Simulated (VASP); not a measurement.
# TePb (Pm-3m) in VASP: a series of runs, part 2 of 2

VASP 6.6.1. The steps go on from the part before.

### Step 3. Single point, RPBE+D3(BJ)

This run uses another cell than the first one, of 22.12 Å³/atom, 0.651 times its volume.

Input file INCAR:

```
  ALGO = Normal
  EDIFF = 1E-6
  ENCUT = 520
  GGA = RP
  ISIF = 2
  ISMEAR = -1
  IVDW = 12
  LASPH = True
  LCHARG = False
  LREAL = False
  LWAVE = False
  NBANDS = 17
  NELM = 100
  PREC = Accurate
  SIGMA = 0.05
```

Input file KPOINTS:

```
k-points
0
Gamma
  7 7 7
```

Input file POSCAR:

```
TePb
1.0
    3.5368881252      0.0000000000      0.0000000000
    0.0000000000      3.5368881252      0.0000000000
    0.0000000000      0.0000000000      3.5368881252
Pb Te
1 1
Direct
    0.0000000000      0.0000000000      0.0000000000
    0.5000000000      0.5000000000      0.5000000000
```

Potentials or basis: VASP PAW PBE potentials, release 64 (Pb_d, Te).

Started as:

```bash
$ cat potpaw_PBE.64/Pb_d/POTCAR potpaw_PBE.64/Te/POTCAR > POTCAR
$ mpirun -np 1 vasp_std > vasp.out
```

Wall time 16 s (1 thread of Intel Xeon 6975P-C, shared host); peak memory 0.17 GiB.

Results (log left out):

- Free energy: -11.8340 eV
- Pressure: -0.1 GPa
- Band gap on the k mesh: zero (band 10 reaches 12.20 eV, above the bottom of band 11 at 9.86 eV)
- Dispersion energy per atom: -3.568 eV

Levels at points of the mesh, in eV from the Fermi level:
```csv
k point,band 6,band 7,band 8,band 9,band 10,band 11,band 12,band 13,band 14,band 15
"(0.00, 0.00, 0.00)",-15.31,-5.36,-2.66,-2.66,-2.66,3.31,3.31,8.15,8.15,8.15
```

Caveat: the PAW data sets were made with another functional, which shifts forces and pressure a little; spin-orbit coupling is left out, which moves the levels of the heavy elements; pairwise dispersion overbinds metals, which lowers pressure and volume.

### Step 4. Single point, PBE

This run uses another cell than the first one, of 32.05 Å³/atom, 0.943 times its volume.

Input file INCAR:

```
SYSTEM = TePb
  ALGO = Normal
  EDIFF = 1E-7
  ENCUT = 520
  GGA = PE
  ISIF = 2
  ISMEAR = 0
  LASPH = .True.
  LCHARG = .False.
  LREAL = .False.
  LWAVE = .False.
  NBANDS = 17
  NELM = 60
  PREC = Accurate
  SIGMA = 0.028000000000000004
```

Input file KPOINTS:

```
k-points
0
Gamma
  7 7 7
  0 0 0
```

Input file POSCAR:

```
TePb
1.0
    4.0022870000      0.0000000000      0.0000000000
    0.0000000000      4.0022870000      0.0000000000
    0.0000000000      0.0000000000      4.0022870000
Pb Te
1 1
Direct
    0.0000000000      0.0000000000      0.0000000000
    0.5000000000      0.5000000000      0.5000000000
```

Potentials or basis: VASP PAW PBE potentials, release 64 (Pb_d, Te).

Started as:

```bash
$ cat potpaw_PBE.64/Pb_d/POTCAR potpaw_PBE.64/Te/POTCAR > POTCAR
$ mpirun -np 1 vasp_std > vasp.out
```

OUTCAR:

```text
SYSTEM = TePb
   EDIFF = 1E-7
   ENCUT = 520
   GGA = PE
   ISIF = 2
   ISMEAR = 0
   LASPH = .True.
   LREAL = .False.
   NELM = 60
   PREC = Accurate

 ion  position               nearest neighbor table
   1  0.000  0.000  0.000-   2 3.47   2 3.47   2 3.47   2 3.47   2 3.47   2 3.47   2 3.47   2 3.47

   2  0.500  0.500  0.500-   1 3.47   1 3.47   1 3.47   1 3.47   1 3.47   1 3.47   1 3.47   1 3.47

  LATTYP: Found a simple cubic cell.
 ALAT       =     4.0022870000

  Lattice vectors:

[... 581 lines left out ...]
------------------------ aborting loop because EDIFF is reached ----------------------------------------

  FORCE on cell =-STRESS in cart. coord.  units (eV):
  Direction    XX          YY          ZZ          XY          YZ          ZX
  --------------------------------------------------------------------------------------
  -------------------------------------------------------------------------------------
  Total        0.0155670      0.0155670      0.0155670      0.0000000     -0.0000000     -0.0000000
  in kB        0.3890376      0.3890376      0.3890376      0.0000000     -0.0000000     -0.0000000
  external PRESSURE =       0.3890376 kB  Pullay stress =       0.0000000 kB

 VOLUME and BASIS-vectors are now :
 -----------------------------------------------------------------------------
  energy-cutoff  :      520.00
  volume of cell :       64.11
      direct lattice vectors                 reciprocal lattice vectors
     4.002287000  0.000000000  0.000000000     0.249857144  0.000000000  0.000000000
     0.000000000  4.002287000  0.000000000     0.000000000  0.249857144  0.000000000
     0.000000000  0.000000000  4.002287000     0.000000000  0.000000000  0.249857144

 POSITION                                       TOTAL-FORCE (eV/Angst)
 -----------------------------------------------------------------------------------
      0.00000      0.00000      0.00000         0.000000      0.000000      0.000000
      2.00114      2.00114      2.00114         0.000000      0.000000      0.000000
 -----------------------------------------------------------------------------------
    total drift:                                0.000000     -0.000000     -0.000000

  FREE ENERGIE OF THE ION-ELECTRON SYSTEM (eV)
  ---------------------------------------------------
  free  energy   TOTEN  =        -7.0526907365 eV

  energy  without entropy=       -7.0506279884  energy(sigma->0) =       -7.05165936
```

stdout:

```text
POSCAR found type information on POSCAR PbTe
 POSCAR found :  2 types and       2 ions
 scaLAPACK will be used
 LDA part: xc-table for (Slater+PW92), standard interpolation
 POSCAR, INCAR and KPOINTS ok, starting setup
 FFT: planning ... GRIDC
 FFT: planning ... GRID_SOFT
 FFT: planning ... GRID
 WAVECAR not read
 entering main loop
```

Run time: 26 s. Hardware: 1 thread of Intel Xeon 6975P-C, shared host; peak memory 0.18 GiB.

What came out:

```yaml
Free_energy: -7.0527 eV
Pressure: 0.0 GPa
Band_gap_on_the_k_mesh: zero (band 10 reaches 6.57 eV, above the bottom of band 11 at 5.77 eV)
```

Caveat: spin-orbit coupling is left out, which moves the levels of the heavy elements.

### Step 5. Single point, BLYP

This run uses another cell than the first one, of 35.10 Å³/atom, 1.033 times its volume.

Input file INCAR:

```
AGGAC    = 1.0          
AGGAX    = 1.0          
ALDAC    = 0.0          
ALDAX    = 1.0          
ALGO     = Normal         # electronic algorithm
EDIFF    = 1E-6           # SCF threshold, eV
ENCUT    = 520            # plane-wave cutoff, eV
GGA      = B5             # functional
ISIF     = 2              # what is computed and relaxed
ISMEAR   = -1             # smearing method
LASPH    = True           # aspherical terms in the spheres
LCHARG   = False          # write CHGCAR
LREAL    = False          # projectors in reciprocal space
LWAVE    = False          # write WAVECAR
NBANDS   = 17             # bands
NELM     = 80             # most SCF steps
PREC     = Accurate       # precision mode
SIGMA    = 0.05           # smearing width, eV
```

Input file KPOINTS:

```
k-points
0
Gamma
  7 7 7
```

Input file POSCAR:

```
TePb
1.0
    4.1251168237      0.0000000000      0.0000000000
    0.0000000000      4.1251168237      0.0000000000
    0.0000000000      0.0000000000      4.1251168237
Pb Te
1 1
Direct
    0.0000000000      0.0000000000      0.0000000000
    0.5000000000      0.5000000000      0.5000000000
```

Started as:

```bash
$ cat potpaw_PBE.64/Pb_d/POTCAR potpaw_PBE.64/Te/POTCAR > POTCAR
$ mpirun -np 1 vasp_std > vasp.out
```

Run time: 30 s. Hardware: 1 thread of Intel Xeon 6975P-C, shared host; peak memory 0.18 GiB.

The run converged. Its results:

* Free energy: -5.7681 eV
* Pressure: 0.0 GPa
* Band gap on the k mesh: zero (band 10 reaches 5.99 eV, above the bottom of band 11 at 5.48 eV)

Levels at points of the mesh, in eV from the Fermi level:
```csv
k point,band 8,band 9,band 10,band 11,band 12,band 13
"(0.00, 0.00, 0.00)",-1.41,-1.41,-1.41,4.43,4.43,4.47
```

Caveat: the PAW data sets were made with another functional, which shifts forces and pressure a little; spin-orbit coupling is left out, which moves the levels of the heavy elements.

### Step 6. Overview

| level | cell | smearing | gap on the mesh (eV) | pressure (GPa) |
| --- | --- | --- | --- | --- |
| PBE | a = 4.081 Å, 2 atoms | fermi-dirac 0.05 eV | none | -2.2 |
| RPBE+D3(BJ) | a = 3.537 Å, 2 atoms | fermi-dirac 0.05 eV | none | -0.1 |
| PBE | a = 4.002 Å, 2 atoms | gaussian 0.028 eV | none | 0.0 |
| BLYP | a = 4.125 Å, 2 atoms | fermi-dirac 0.05 eV | none | 0.0 |

Alike in all rows: task single point; potentials or basis VASP PAW PBE potentials, release 64 (Pb_d, Te); no spin polarisation; k mesh 7 × 7 × 7; cutoff (eV) 520.

Caveats: spin-orbit coupling is left out, which moves the levels of the heavy elements; the PAW data sets were made with another functional, which shifts forces and pressure a little (some runs); pairwise dispersion overbinds metals, which lowers pressure and volume (some runs).

Total energies depend on the potentials used, so only differences within one code and one set of settings carry meaning.
